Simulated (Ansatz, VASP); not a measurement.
## Two plane-wave programs on Ga

```
CELL_PARAMETERS angstrom
-1.38440 1.38440 2.31122
1.38440 -1.38440 2.31122
1.38440 1.38440 -2.31122
ATOMIC_POSITIONS crystal
Ga 0.00000 0.00000 0.00000
```

Alike in both runs: task relaxation of cell and atoms; functional PBE; k mesh 13 × 13 × 13; occupations fermi-dirac, width 0.05 eV; no spin polarisation.

|  | VASP | Ansatz |
| --- | --- | --- |
| version | VASP 6.6.1 | Ansatz 0.2.0 |
| potentials or method | VASP PAW PBE potentials, release 64 (Ga_d) | Ansatz PAW |
| plane-wave cutoff (eV) | 600 | 420 |
| valence electrons in the cell | 13 | 13 |

Ansatz gave:

```
gap on the k mesh at the Fermi level, each at its own relaxed structure (eV) : none
relaxed volume (Å³/atom)                                                     : 18.94
relaxed length of the cell vector where the two differ most in proportion (Å)              : 3.052
```

Q: What did VASP give for the same quantities?

A: gap on the k mesh at the Fermi level, each at its own relaxed structure (eV): none; relaxed volume (Å³/atom): 18.95; relaxed length of the cell vector where the two differ most in proportion (Å): 3.052.

A gap of «none» marks a metal or a gap that the smearing closes.

Noted on Ansatz's run: the plane-wave basis is chosen anew once the cell has moved, so the energies of steps on either side of that aren't comparable.
